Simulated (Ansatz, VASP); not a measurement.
# One calculation of AgCl, two programs

```xyz
2
Lattice="3.4792 0.0000 0.0000 0.0000 3.4792 0.0000 0.0000 0.0000 3.4792" Properties=species:S:1:pos:R:3 pbc="T T T"
Ag    0.0000    0.0000    0.0000
Cl    1.7396    1.7396    1.7396
```

Change from the starting cell: volume scaled by 1.04.

Alike in both runs: task single point; functional PBE; k mesh 9 × 9 × 9; occupations fermi-dirac, width 0.01 eV; no spin polarisation.

|  | VASP | Ansatz |
| --- | --- | --- |
| version | VASP 6.6.1 | Ansatz 0.2.0 |
| potentials or method | VASP PAW PBE potentials, release 64 (Ag, Cl), cutoff 520 eV | all-electron LAPW, scalar-relativistic |

Ansatz gave:

| Quantity | Value |
| --- | --- |
| gap on the k mesh at the Fermi level (eV) | 0.60 |
| pressure (GPa) | -1.8 |

**Question.** What did VASP give for the same quantities?

**Answer.** gap on the k mesh at the Fermi level (eV): 0.60; pressure (GPa): -1.9.

Ansatz ran all-electron here, and VASP with PAW potentials.
